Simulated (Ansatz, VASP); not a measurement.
**One calculation of K, two programs**

File INCAR:

```
SYSTEM = K
PREC = Accurate ; ENCUT = 520
EDIFF = 1E-7 ; ISMEAR = 0
SIGMA = 0.01 ; LREAL = .FALSE.
LASPH = .TRUE. ; NELM = 80
ALGO = Normal ; ISIF = 2
LWAVE = .FALSE. ; LCHARG = .TRUE.
LELF = .TRUE. ; LVHAR = .TRUE.
NBANDS = 10
```

KPOINTS

```
Automatic mesh
0
G
  9 9 9
  0 0 0
```

POSCAR

```
K
1.0
   -2.5241928768      2.5241928768      2.5241928768
    2.5241928768     -2.5241928768      2.5241928768
    2.5241928768      2.5241928768     -2.5241928768
K
1
Direct
    0.0000000000      0.0000000000      0.0000000000
```

Input for Ansatz:

```yaml
crystal:
  lattice:
    - [-2.5241928768, 2.5241928768, 2.5241928768]
    - [2.5241928768, -2.5241928768, 2.5241928768]
    - [2.5241928768, 2.5241928768, -2.5241928768]
  atoms:
    - { symbol: K, position: [0.0, 0.0, 0.0] }
hamiltonian:
  xc: lda
  pseudopotentials:
    kind: paw
    azcp:
      K: "pseudopotentials/K.paw.azcp"
basis:
  ecutwfc: 420
  fft_grid_basis: typed
kpoints:
  mp_grid: { grid: [9, 9, 9], shift: [0, 0, 0] }
magnetization:
  spin_polarized: false
scf:
  occupations: { method: gaussian, width: 0.01 }
  lower_state_search: "off"
output:
  stress: true
```

Alike in both runs: task single point; functional LDA; k mesh 9 × 9 × 9; occupations gaussian, width 0.01 eV; no spin polarisation.

|  | VASP | Ansatz |
| --- | --- | --- |
| version | VASP 6.6.1 | Ansatz 0.2.0 |
| potentials or method | VASP PAW LDA potentials, release 64 (K_sv), cutoff 520 eV | plane waves (420 eV) with PAW, scalar-relativistic |
| valence electrons in the cell | 9 | 9 |

```csv
,VASP,Ansatz,Ansatz less VASP
pressure (GPa),0.0,0.0,+0.02
```

Ansatz warns that its potentials were made for another functional, while VASP's fit it. LDA's correlation is that of Perdew and Zunger in VASP and of Perdew and Wang (1992) in Ansatz.
